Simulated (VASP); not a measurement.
Input of a VASP 6.6.1 run:

Contents of POSCAR:

```
Ir
1.0
    0.0000000000      1.9244699316      1.9244699316
    1.9244699316      0.0000000000      1.9244699316
    1.9244699316      1.9244699316      0.0000000000
Ir
1
Direct
    0.0000000000      0.0000000000      0.0000000000
```

The input INCAR.step1:

```
PREC = Accurate ; ENCUT = 520
ISMEAR = 1 ; SIGMA = 0.01
LREAL = False ; LASPH = True
NELM = 100 ; NBANDS = 10
GGA = PE ; ALGO = Normal
EDIFF = 1E-4 ; LWAVE = True
LCHARG = False
```

INCAR.step2

```
PREC = Accurate ; ENCUT = 520
EDIFF = 1E-7 ; ISMEAR = 1
SIGMA = 0.01 ; LREAL = False
LASPH = True ; NELM = 100
ALGO = Normal ; ISIF = 2
LWAVE = False ; LCHARG = False
METAGGA = R2SCAN ; LMIXTAU = True
NBANDS = 10 ; ISTART = 1
```

KPOINTS

```
regular mesh
0
Gamma
  8 8 8
```

Potentials or basis: VASP PAW PBE potentials, release 64 (Ir).

Launch:

```sh
$ cat potpaw_PBE.64/Ir/POTCAR > POTCAR
$ cp INCAR.step1 INCAR
$ mpirun -np 1 vasp_std > vasp.out
$ cp INCAR.step2 INCAR
$ mpirun -np 1 vasp_std > vasp.out
```

Predict the pressure.

2.5 GPa.

Caveat: the PAW data sets were made with another functional, which shifts forces and pressure a little.
